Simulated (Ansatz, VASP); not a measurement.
Two plane-wave programs on CsH

```
Cs H
1.0
     0.00000    3.18800    2.93296
     3.18800    0.00000    2.93296
     3.18800    3.18800    0.00000
Cs H
1 1
Cartesian
  0.0000 0.0000 0.0000
  3.1880 3.1880 2.9330
```

Change from the starting cell: strain +0.000 along x and y, -0.080 along z, atoms carried along.

Alike in both runs: task single point; functional LDA; k mesh 8 × 8 × 8; occupations gaussian, width 0.05 eV; no spin polarisation.

|  | VASP | Ansatz |
| --- | --- | --- |
| version | VASP 6.6.1 | Ansatz 0.2.0 |
| potentials or method | VASP PAW LDA potentials, release 64 (Cs_sv, H), cutoff 520 eV | scalar-relativistic, plane waves, PAW |
| valence electrons in the cell | 10 | 10 |

```tsv
	VASP	Ansatz	Ansatz less VASP
gap on the k mesh at the Fermi level (eV)	1.77	1.79	+0.024
least direct gap on the mesh (eV)	1.77	1.79	+0.024
pressure (GPa)	-0.3	-0.3	-0.04
traceless stress, the component that is largest in VASP (GPa)	1.73	1.69	-0.042
```

LDA's correlation is that of Perdew and Zunger in VASP and of Perdew and Wang (1992) in Ansatz.

Neither program's run includes spin-orbit coupling.
